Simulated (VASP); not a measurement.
# HfN: relaxation of cell and atoms with PBE

The system is HfN.

```
CELL_PARAMETERS angstrom
3.13966 0.00000 0.00000
-1.56983 2.71903 0.00000
0.00000 0.00000 5.41693
ATOMIC_POSITIONS crystal
Hf 0.66667 0.33333 0.75000
Hf 0.33333 0.66667 0.25000
N 0.00000 0.00000 0.00000
N 0.00000 0.00000 0.50000
```

```json
{
 "Program": "VASP 6.6.1",
 "Task": "relaxation of cell and atoms",
 "Functional": "PBE",
 "Potentials or basis": "VASP PAW PBE potentials, release 64 (Hf_pv, N)",
 "Cutoff": "600 eV",
 "k mesh": "18 × 18 × 8",
 "Occupations": "gaussian, width 0.1 eV",
 "Spin": "no spin polarisation",
 "Target pressure": "5 GPa",
 "Dipole correction": "no",
 "Further INCAR settings": "ALGO = Normal; EDIFF = 1e-06; IBRION = 2; EDIFFG = -0.008; NSW = 70; ISIF = 3"
}
```

| Property | Result |
| --- | --- |
| Relaxed volume | 11.47 Å³/atom |
| Relaxed cell | a = 3.131 Å, b = 3.131 Å, c = 5.403 Å, α = 90.00°, β = 90.00°, γ = 120.00° |
| Space group after relaxing (to 0.1 Å) | P6_3/mmc (No. 194) |
| Energy change on relaxing (the run minimises the enthalpy) | +2.3 meV/atom |
| Ionic steps | 3 |
| Pressure after relaxing | 5.0 GPa |
| Band gap on the k mesh | zero (bands 15 and 16 overlap by 2.33 eV) |

Stress tensor (GPa, compression positive):
```
4.97 0.00 0.00
0.00 4.97 0.00
0.00 0.00 5.05
```

The path:
```csv
step,energy change (eV),largest force (eV/Å),pressure (GPa),volume (Å³)
1,0.0000,0.0000,2.68,46.24
2,0.0426,0.0000,9.76,45.13
3,0.0091,0.0000,5.00,45.86
```

Final structure:
```cif
data_structure
_symmetry_space_group_name_H-M 'P 1'
_symmetry_Int_Tables_number 1
_cell_length_a 3.1309
_cell_length_b 3.1309
_cell_length_c 5.4025
_cell_angle_alpha 90.000
_cell_angle_beta 90.000
_cell_angle_gamma 120.000
_cell_volume 45.86
loop_
_atom_site_label
_atom_site_type_symbol
_atom_site_fract_x
_atom_site_fract_y
_atom_site_fract_z
_atom_site_occupancy
Hf1 Hf 0.66667 0.33333 0.75000 1
Hf2 Hf 0.33333 0.66667 0.25000 1
N1 N 0.00000 0.00000 0.00000 1
N2 N 0.00000 0.00000 0.50000 1
```

Levels at points of the mesh, in eV from the Fermi level:
```
           k point  band 12  band 13  band 14  band 15  band 16  band 17  band 18  band 19
(0.00, 0.00, 0.00)    -3.61    -3.61    -1.72    -0.57     0.75     0.75     1.07     1.87
(0.50, 0.00, 0.00)    -5.49    -3.27    -2.79    -2.42     2.48     2.77     4.46     4.71
(0.00, 0.00, 0.50)    -4.40    -4.40    -4.40     1.89     1.89     2.95     2.95     3.00
(0.50, 0.00, 0.50)    -5.47    -4.49    -4.49    -0.26    -0.26     4.75     4.75     4.84
```

Run time: 11 min on 1 thread of Intel Xeon 8259CL, with other jobs on the host, peak memory 0.33 GiB.

Caveat: the cell is relaxed towards a set pressure, so the run minimises the enthalpy, not the energy; spin-orbit coupling is left out, which moves the levels of the heavy elements.
